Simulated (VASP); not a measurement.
Wanted: the native input for a VASP 6.6.1 run.

```yaml
Task: single point
Functional: LDA
Potentials_or_basis: VASP PAW LDA potentials, release 64 (Li_sv, Pt)
Cutoff: 520 eV
k_mesh: 9 × 9 × 12
Occupations: fermi-dirac, width 0.03 eV
Spin: no spin polarisation
Dipole_correction: no
Further_INCAR_settings: ALGO = Normal; EDIFF = 1e-06; NBANDS = 15
```

The structure of Li2Pt lies in POSCAR:

```
Li2Pt
1.0
    4.1005464584      0.0000000000      0.0000000000
   -2.0502732292      3.5511774024      0.0000000000
    0.0000000000      0.0000000000      2.6066786353
Li Pt
2 1
Direct
    0.3333333333      0.6666666667      0.5000000000
    0.6666666667      0.3333333333      0.5000000000
    0.0000000000      0.0000000000      0.0000000000
```

This cell differs from its parent crystal: volume scaled by 0.94.

The input as run:

INCAR

```
SYSTEM = Li2Pt
PREC = Accurate
ENCUT = 520
EDIFF = 1E-6
ISMEAR = -1
SIGMA = 0.03
LREAL = .False.
LASPH = .True.
NELM = 60
ALGO = Normal
ISIF = 2
LWAVE = .False.
LCHARG = .True.
LELF = .True.
LVHAR = .True.
NBANDS = 15
```

KPOINTS

```
Automatic mesh
0
Gamma
  9 9 12
  0 0 0
```

Potentials or basis: VASP PAW LDA potentials, release 64 (Li_sv, Pt).

Run with:

```console
$ cat potpaw_LDA.64/Li_sv/POTCAR potpaw_LDA.64/Pt/POTCAR > POTCAR
$ mpirun -np 1 vasp_std > vasp.out
```

Results of the run:

```yaml
Band_gap_on_the_k_mesh: zero (band 8 reaches 6.79 eV, above the bottom of band 9 at 4.96 eV)
```

Caveat: spin-orbit coupling is left out, which moves the levels of the heavy elements.

Run time: 15 s on 1 thread of Intel(R) Xeon(R) 6975P-C (Granite Rapids), on a shared host, peak memory 0.16 GiB.
